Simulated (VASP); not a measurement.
# ZnSe (Stilleite) (F-43m) in VASP: further runs

ZnSe (Stilleite) is run at these levels: RPBE, LDA; tasks: single point.

All numbers are computed with VASP 6.6.1; they aren't measurements. Logs are shortened: lines on timing, memory, paths and dates and some standing lists are left out, and cuts for length are marked.

### 1 The cell of the first run

The structure is cubic, space group F-43m (No. 216). Conventional cell: a = 5.668 Å, b = 5.668 Å, c = 5.668 Å, α = 90.00°, β = 90.00°, γ = 90.00°. Within 3.2 Å of Zn (site symmetry -43m) lie 4 Se at 2.45 Å. Se (site symmetry -43m) has 4 Zn at 2.45 Å within 3.2 Å.

### 2 Single point, RPBE

File INCAR:

```
PREC = Accurate ; ENCUT = 520
EDIFF = 1E-6 ; ISMEAR = 0
SIGMA = 0.01 ; LREAL = False
LASPH = True ; NELM = 60
ALGO = Normal ; ISIF = 2
LWAVE = False ; LCHARG = False
GGA = RP ; NBANDS = 16
```

File KPOINTS:

```
Automatic mesh
0
Gamma
  6 6 6
```

File POSCAR:

```
ZnSe
1.0
    0.0000000000      2.8338000000      2.8338000000
    2.8338000000      0.0000000000      2.8338000000
    2.8338000000      2.8338000000      0.0000000000
Zn Se
1 1
Direct
    0.0000000000      0.0000000000      0.0000000000
    0.2500000000      0.2500000000      0.2500000000
```

Potentials or basis: VASP PAW PBE potentials, release 64 (Zn, Se).

On the command line:

```
$ cat potpaw_PBE.64/Zn/POTCAR potpaw_PBE.64/Se/POTCAR > POTCAR
$ mpirun -np 1 vasp_std > vasp.out
```

OUTCAR:

```text
PREC = Accurate
   ENCUT = 520
   EDIFF = 1E-6
   ISMEAR = 0
   LREAL = False
   LASPH = True
   NELM = 60
   ISIF = 2
   GGA = RP

 ion  position               nearest neighbor table
   1  0.000  0.000  0.000-   2 2.45   2 2.45   2 2.45   2 2.45
   2  0.250  0.250  0.250-   1 2.45   1 2.45   1 2.45   1 2.45

  LATTYP: Found a face centered cubic cell.
 ALAT       =     5.6676000000

  Lattice vectors:

 A1 = (   0.0000000000,   2.8338000000,   2.8338000000)
 A2 = (   2.8338000000,   0.0000000000,   2.8338000000)
 A3 = (   2.8338000000,   2.8338000000,   0.0000000000)

Analysis of symmetry for initial positions (statically):
=====================================================================
 Subroutine PRICEL returns:
 Original cell was already a primitive cell.

 Routine SETGRP: Setting up the symmetry group for a
 face centered cubic supercell.

 Subroutine GETGRP returns: Found 24 space group operations
 (whereof 24 operations were pure point group operations)
 out of a pool of 48 trial point group operations.

The static configuration has the point symmetry T_d .

Analysis of symmetry for dynamics (positions and initial velocities):
=====================================================================
 Subroutine PRICEL returns:
 Original cell was already a primitive cell.

 Routine SETGRP: Setting up the symmetry group for a
 face centered cubic supercell.

 Subroutine GETGRP returns: Found 24 space group operations
 (whereof 24 operations were pure point group operations)
 out of a pool of 48 trial point group operations.

The dynamic configuration has the point symmetry T_d .

 Subroutine INISYM returns: Found 24 space group operations
 (whereof 24 operations are pure point group operations),
 and found     1 'primitive' translations

----------------------------------------------------------------------------------------

                                     Primitive cell

  volume of cell :      45.5132

  direct lattice vectors                    reciprocal lattice vectors
     0.000000000  2.833800000  2.833800000    -0.176441527  0.176441527  0.176441527
     2.833800000  0.000000000  2.833800000     0.176441527 -0.176441527  0.176441527
     2.833800000  2.833800000  0.000000000     0.176441527  0.176441527 -0.176441527

  length of vectors
     4.007598393  4.007598393  4.007598393     0.305605690  0.305605690  0.305605690

  position of ions in fractional coordinates (direct lattice)
     0.000000000  0.000000000  0.000000000
     0.250000000  0.250000000  0.250000000

  ion indices of the primitive-cell ions
   primitive index   ion index
                 1           1
                 2           2

----------------------------------------------------------------------------------------

 KPOINTS: Automatic mesh

Automatic generation of k-mesh.
 Grid dimensions read from file:
 generate k-points for:    6    6    6

 Generating k-lattice:

  Cartesian coordinates                     Fractional coordinates (reciprocal lattice)
    -0.029406921  0.029406921  0.029406921     0.166666667  0.000000000  0.000000000
     0.029406921 -0.029406921  0.029406921     0.000000000  0.166666667  0.000000000
     0.029406921  0.029406921 -0.029406921     0.000000000  0.000000000  0.166666667

  Length of vectors
     0.050934282  0.050934282  0.050934282

  Shift w.r.t. Gamma in fractional coordinates (k-lattice)
     0.000000000  0.000000000  0.000000000

 Subroutine IBZKPT returns following result:
 ===========================================

 Found     16 irreducible k-points:

 Following reciprocal coordinates:
            Coordinates               Weight
  0.000000  0.000000  0.000000      1.000000
  0.166667  0.000000  0.000000      8.000000
  0.333333  0.000000  0.000000      8.000000
  0.500000  0.000000  0.000000      4.000000
  0.166667  0.166667  0.000000      6.000000
  0.333333  0.166667  0.000000     24.000000
[... 8 lines left out ...]
 -0.333333  0.333333  0.166667     24.000000
 -0.333333  0.500000  0.166667     12.000000
   k-points           NKPTS =     16   k-points in BZ     NKDIM =     16   number of bands    NBANDS=     16
   number of dos      NEDOS =    301   number of ions     NIONS =      2
   total plane-waves  NPLWV =  27000
   dimension x,y,z NGX =    30 NGY =   30 NGZ =   30
   dimension x,y,z NGXF=    60 NGYF=   60 NGZF=   60
   ions per type =               1   1
   NGX,Y,Z   is equivalent  to a cutoff of  12.44, 12.44, 12.44 a.u.
   NGXF,Y,Z  is equivalent  to a cutoff of  24.89, 24.89, 24.89 a.u.
 SYSTEM =  unknown system
   PREC   = accura    normal or accurate (medium, high low for compatibility)
   ISTART =      0    job   : 0-new  1-cont  2-samecut
   ICHARG =      2    charge: 1-file 2-atom 10-const
   ISPIN  =      1    spin polarized calculation?
   LNONCOLLINEAR =      F non collinear calculations
   LSORBIT =      F    spin-orbit coupling
   LASPH  =      T    aspherical Exc in radial PAW
   ENCUT  =  520.0 eV  38.22 Ry    6.18 a.u.   7.45  7.45  7.45*2*pi/ulx,y,z
   NELM   =     60;   NELMIN=  2; NELMDL= -5     # of ELM steps
   EDIFF  = 0.1E-05   stopping-criterion for ELM
   LREAL  =      F    real-space projection
   EDIFFG = 0.1E-04   stopping-criterion for IOM
   NSW    =      0    number of steps for IOM
   IBRION =     -1    ionic relax: 0-MD 1-quasi-New 2-CG
   NFREE  =      0    steps in history (QN), initial steepest desc. (CG)
   ISIF   =      2    stress and relaxation
   ISYM   =      2    0-nonsym 1-usesym 2-fastsym
   POTIM  = 0.5000    time-step for ionic-motion
   TEBEG  =    0.0;   TEEND  =   0.0 temperature during run
   PSTRESS=    0.0 pullay stress
   NELECT =      18.0000    total number of electrons
   NUPDOWN=      -1.0000    fix difference up-down
   EMIN   =  10.00;   EMAX   =-10.00  energy-range for DOS
   EFERMI =   0.00;   METHOD = LEGACY
   ISMEAR =     0;   SIGMA  =   0.01  broadening in eV -4-tet -1-fermi 0-gaus
   EFERMI_NEDOS =   21; number of points for ismear=-14 and -15
   IALGO  =     38    algorithm
   IMIX   =      4    mixing-type and parameters
     AMIX     =   0.40;   BMIX     =  1.00
     AMIX_MAG =   1.60;   BMIX_MAG =  1.00
  volume/ion in A,a.u.               =      22.76       153.57
  Fermi-wavevector in a.u.,A,eV,Ry     =   1.201673  2.270834 19.647073  1.444019
  Thomas-Fermi vector in A             =   2.337476
   LORBIT       =      0    0 simple, 1 ext, 2 COOP (PROOUT), +10 PAW based schemes
   GGA     = RP    functional components
   LHFCALC =     F    Hartree Fock is set to
   AEXX    =    0.0000 exact exchange contribution
   IVDW    =     0    specifies the selected vdW correction
   LEPSILON=     F    determine dielectric tensor
   LRPA    =     F    only Hartree local field effects (RPA)
 non-spin polarized calculation
 Gauss-broadening in eV      SIGMA  =   0.01
  energy-cutoff  :      520.00
  volume of cell :       45.51
 maximum number of plane-waves:      1243
 NGX is ok and might be reduce to    30
   NGX = 15   NGY = 15   NGZ = 15

 number of electron      18.0000012 magnetization

 Free energy of the ion-electron system (eV)
  ---------------------------------------------------
  ext. energy  EPLUGINS =         0.00000000
  ---------------------------------------------------
  free energy    TOTEN  =        -5.34047356 eV

  energy without entropy =       -5.34047356  energy(sigma->0) =       -5.34047356

 E-fermi :   1.7786     XC(G=0):  -9.1122

 val. band max:        1.7321326183   @ k =   0.0000   0.0000   0.0000
 cond. band min:       3.1830262445   @ k =   0.0000   0.0000   0.0000
 fundamental gap:      1.4508936262
 Fermi energy:         1.7786002281

 k-point     1 :       0.0000    0.0000    0.0000
  band No.  band energies     occupation
      1     -11.4875      2.00000
      2      -4.7745      2.00000
      3      -4.7745      2.00000
      4      -4.7745      2.00000
      5      -4.4018      2.00000
      6      -4.4018      2.00000
[... 8 lines left out ...]
     15      13.1819      0.00000
     16      13.1819      0.00000

 k-point     2 :       0.1667    0.0000    0.0000
  band No.  band energies     occupation
      1     -11.3139      2.00000
      2      -4.7567      2.00000
      3      -4.7478      2.00000
      4      -4.7478      2.00000
      5      -4.4035      2.00000
      6      -4.4035      2.00000
[... 8 lines left out ...]
     15      12.2371      0.00000
     16      12.9707      0.00000

 k-point     3 :       0.3333    0.0000    0.0000
  band No.  band energies     occupation
      1     -10.9247      2.00000
      2      -4.7028      2.00000
      3      -4.7028      2.00000
      4      -4.5999      2.00000
      5      -4.3951      2.00000
      6      -4.3951      2.00000
[... 8 lines left out ...]
     15      12.8319      0.00000
     16      12.8319      0.00000

 k-point     4 :       0.5000    0.0000    0.0000
  band No.  band energies     occupation
      1     -10.7027      2.00000
      2      -4.6863      2.00000
      3      -4.6863      2.00000
      4      -4.3832      2.00000
      5      -4.3832      2.00000
      6      -4.2413      2.00000
[... 8 lines left out ...]
     15      14.8727      0.00000
     16      14.8727      0.00000
[... 172 lines left out ...]
 k-point    14 :       0.5000    0.3333    0.1667
  band No.  band energies     occupation
      1     -10.6541      2.00000
      2      -4.6804      2.00000
      3      -4.6341      2.00000
      4      -4.5321      2.00000
      5      -4.3850      2.00000
      6      -4.3348      2.00000
[... 8 lines left out ...]
     15      14.7114      0.00000
     16      16.0727      0.00000

 k-point    15 :      -0.3333    0.3333    0.1667
  band No.  band energies     occupation
      1     -10.5023      2.00000
      2      -4.6605      2.00000
      3      -4.6052      2.00000
      4      -4.4366      2.00000
      5      -4.4079      2.00000
      6      -4.1580      2.00000
[... 8 lines left out ...]
     15      14.9040      0.00000
     16      15.7755      0.00000

 k-point    16 :      -0.3333    0.5000    0.1667
  band No.  band energies     occupation
      1     -10.4318      2.00000
      2      -4.6747      2.00000
      3      -4.5556      2.00000
      4      -4.4828      2.00000
      5      -4.3872      2.00000
      6      -4.1296      2.00000
[... 8 lines left out ...]
     15      15.5098      0.00000
     16      16.0288      0.00000

------------------------ aborting loop because EDIFF is reached ----------------------------------------

  FORCE on cell =-STRESS in cart. coord.  units (eV):
  Direction    XX          YY          ZZ          XY          YZ          ZX
  --------------------------------------------------------------------------------------
  -------------------------------------------------------------------------------------
  Total        1.3145096      1.3145096      1.3145096      0.0000000      0.0000000      0.0000000
  in kB       46.2739706     46.2739706     46.2739706      0.0000000      0.0000000      0.0000000
  external PRESSURE =      46.2739706 kB  Pullay stress =       0.0000000 kB

 VOLUME and BASIS-vectors are now :
 -----------------------------------------------------------------------------
  energy-cutoff  :      520.00
  volume of cell :       45.51
      direct lattice vectors                 reciprocal lattice vectors
     0.000000000  2.833800000  2.833800000    -0.176441527  0.176441527  0.176441527
     2.833800000  0.000000000  2.833800000     0.176441527 -0.176441527  0.176441527
     2.833800000  2.833800000  0.000000000     0.176441527  0.176441527 -0.176441527

 POSITION                                       TOTAL-FORCE (eV/Angst)
 -----------------------------------------------------------------------------------
      0.00000      0.00000      0.00000        -0.000000     -0.000000     -0.000000
      1.41690      1.41690      1.41690         0.000000      0.000000      0.000000
 -----------------------------------------------------------------------------------
    total drift:                               -0.000001     -0.000001     -0.000001

  FREE ENERGIE OF THE ION-ELECTRON SYSTEM (eV)
  ---------------------------------------------------
  free  energy   TOTEN  =        -5.3404735630 eV

  energy  without entropy=       -5.3404735630  energy(sigma->0) =       -5.34047356
```

Run time: 15 s. Hardware: 1 thread of Intel Xeon Platinum 8259CL at 2.50GHz (Skylake/Cascade Lake), shared host; peak memory 0.17 GiB.

Results:

| Item | Value |
| --- | --- |
| Free energy | -5.3405 eV |
| Pressure | 4.6 GPa |
| Band gap on the k mesh | 1.45 eV, direct |

Caveat: the PAW data sets were made with another functional, which shifts forces and pressure a little.

### 3 Single point, LDA

File INCAR:

```
  PREC = Accurate
  ENCUT = 520
  EDIFF = 1E-7
  ISMEAR = 0
  SIGMA = 0.01
  LREAL = False
  LASPH = True
  NELM = 100
  ALGO = Normal
  ISIF = 2
  LWAVE = False
  LCHARG = True
  GGA = CA
  LELF = True
  LVHAR = True
  NBANDS = 16
```

KPOINTS is that of step 2.

POSCAR is that of step 2.

Potentials or basis: VASP PAW LDA potentials, release 64 (Zn, Se).

On the command line:

```
$ cat potpaw_LDA.64/Zn/POTCAR potpaw_LDA.64/Se/POTCAR > POTCAR
$ mpirun -np 1 vasp_std > vasp.out
```

Wall time 13 s (1 thread of Intel Xeon Platinum 8259CL at 2.50GHz (Skylake/Cascade Lake), shared host); peak memory 0.15 GiB.

Results (log left out):

* Free energy: -7.3444 eV
* Pressure: -3.1 GPa
* Band gap on the k mesh: 1.07 eV, direct

Levels at points of the mesh, in eV from the valence-band top:
```tsv
k point	band 6	band 7	band 8	band 9	band 10	band 11	band 12	band 13
(0.00, 0.00, 0.00)	-6.32	0.00	0.00	0.00	1.07	5.70	5.70	5.70
(0.50, 0.00, 0.00)	-6.16	-5.29	-0.88	-0.88	2.37	6.28	6.28	8.35
(0.50, 0.50, 0.00)	-6.14	-4.83	-2.20	-2.20	2.80	3.32	10.52	11.08
```
